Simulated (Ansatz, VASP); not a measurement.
Sb3C in VASP and in Ansatz

```
Sb C
1.0
     4.86525    0.00000    0.00000
     0.00000    4.86525    0.00000
     0.00000    0.00000    4.86525
Sb C
3 1
Cartesian
  2.4326 0.0000 0.0000
  0.0000 2.4326 0.0000
  0.0000 0.0000 2.4326
  0.0000 0.0000 0.0000
```

Alike in both runs: task relaxation of cell and atoms; functional PBE; k mesh 10 × 10 × 10; occupations gaussian, width 0.1 eV; no spin polarisation.

```csv
,VASP,Ansatz
version,VASP 6.6.1,Ansatz 0.2.0
potentials or method,"VASP PAW PBE potentials, release 64 (Sb, C), cutoff 600 eV","scalar-relativistic, plane waves, PAW"
valence electrons in the cell,19,49
```

Ansatz gave:

| Item | Value |
| --- | --- |
| gap on the k mesh at the Fermi level, each at its own relaxed structure (eV) | none |
| relaxed volume (Å³/atom) | 28.12 |
| relaxed cell length with the largest relative difference (Å) | 4.827 |

Question: Which values does VASP return?

Answer: gap on the k mesh at the Fermi level, each at its own relaxed structure (eV): none; relaxed volume (Å³/atom): 28.03; relaxed cell length with the largest relative difference (Å): 4.822.

A gap of «none» marks a metal or a gap that the smearing closes. VASP's potentials hold 19 valence electrons a cell and Ansatz's 49, so a difference there can come from the potentials and not from the codes.

Spin-orbit coupling is off throughout.
